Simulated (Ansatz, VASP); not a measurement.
**One calculation of W, two programs**

```xyz
1
Lattice="0.0000 2.0300 2.0503 2.0300 0.0000 2.0503 2.0300 2.0300 0.0000" Properties=species:S:1:pos:R:3 pbc="T T T"
W     0.0000    0.0000    0.0000
```

Change from the starting cell: zz strain of +1 %.

Alike in both runs: task single point; functional PBE; k mesh 14 × 14 × 14; occupations fermi-dirac, width 0.05 eV; no spin polarisation.

```csv
,VASP,Ansatz
version,VASP 6.6.1,Ansatz 0.2.0
potentials or method,"VASP PAW PBE potentials, release 64 (W_sv), cutoff 520 eV","all-electron LAPW, scalar-relativistic"
```

Ansatz gave:

```
pressure (GPa)                                                : -7.1
traceless stress, the component that is largest in VASP (GPa) : 2.10
```

Q: Estimate VASP's values.

A: Pressure (GPa): -6.9; traceless stress, the component that is largest in VASP (GPa): 2.11.

Ansatz ran all-electron here, and VASP with PAW potentials.

Spin-orbit coupling is off throughout.
